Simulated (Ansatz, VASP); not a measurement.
## N: VASP beside Ansatz

File INCAR:

```
SYSTEM = N
PREC = Accurate ; ENCUT = 520
EDIFF = 1E-7 ; ISMEAR = 1
SIGMA = 0.1152 ; LREAL = .FALSE.
LASPH = .TRUE. ; NELM = 100
ALGO = Normal ; ISIF = 2
LWAVE = .FALSE. ; LCHARG = .TRUE.
GGA = PE ; LELF = .TRUE.
LVHAR = .TRUE. ; NBANDS = 18
```

The input KPOINTS:

```
Automatic mesh
0
G
  7 6 4
  0 0 0
```

The input POSCAR:

```
N
1.0
    3.5453210000      0.0000000000      0.0000000000
    0.0000000000      4.7547950000      0.0000000000
    0.0000000000      0.0000000000      7.8826070000
N
4
Direct
    0.6348000000      0.0205000000      0.2500000000
    0.3652000000      0.9795000000      0.7500000000
    0.1348000000      0.4795000000      0.7500000000
    0.8652000000      0.5205000000      0.2500000000
```

Input for Ansatz:

```yaml
crystal:
  lattice:
    - [3.545321, 0.0, 0.0]
    - [0.0, 4.754795, 0.0]
    - [0.0, 0.0, 7.882607]
  atoms:
    - { symbol: "N", position: [0.6348, 0.0205, 0.25] }
    - { symbol: "N", position: [0.3652, 0.9795, 0.75] }
    - { symbol: "N", position: [0.1348, 0.4795, 0.75] }
    - { symbol: "N", position: [0.8652, 0.5205, 0.25] }
  symmetry: { tolerance: 0.0003 }
kpoints:
  mp_grid: { grid: [7, 6, 4], shift: [0, 0, 0] }
  band_path:
    path:
      - [0.0, 0.0, 0.0]
      - [0.0, 0.5, 0.0]
      - [0.0, 0.5, 0.5]
      - [0.0, 0.0, 0.5]
      - [0.0, 0.0, 0.0]
      - [0.5, 0.0, 0.0]
      - [0.5, 0.5, 0.0]
      - [0.5, 0.5, 0.5]
      - [0.5, 0.0, 0.5]
      - [0.5, 0.0, 0.0]
      - [0.0, 0.5, 0.0]
    npoints: 6
magnetization:
  spin_polarized: false
scf:
  occupations: { method: methfessel_paxton, width: 0.1152 }
  lower_state_search: "off"
  max_iter: 200
hamiltonian:
  pseudopotentials: { kind: paw }
  xc: pbe
basis:
  ecutwfc: 420
  fft_grid_basis: typed
output:
  forces: true
  stress: true
  eigenvalues: true
  bader: true
  populations: true
  elf: true
  write_potential: true
  volumetric_format: npy
  dos:
    e_range: [-12, 8]
    de: 0.05
    projected: { site_lists: { "N": ["N"] } }
checkpoint:
  read: saved_state
```

Alike in both runs: task single point; functional PBE; k mesh 7 × 6 × 4; occupations methfessel-paxton of order 1, width 0.1152 eV; no spin polarisation.

```csv
,VASP,Ansatz
version,VASP 6.6.1,Ansatz 0.2.0
potentials or method,"VASP PAW PBE potentials, release 64 (N), cutoff 520 eV",PAW plane waves
valence electrons in the cell,20,20
```

```tsv
	VASP	Ansatz	Ansatz less VASP
pressure (GPa)	-10.6	-10.6	+0.05
traceless stress, the component that is largest in VASP (GPa)	-15.19	-15.21	-0.023
rms of the force components (eV/Å)	0.477	0.478	+0.0006
```

Atom by atom the forces differ by 0.001 eV/Å (rms over components).
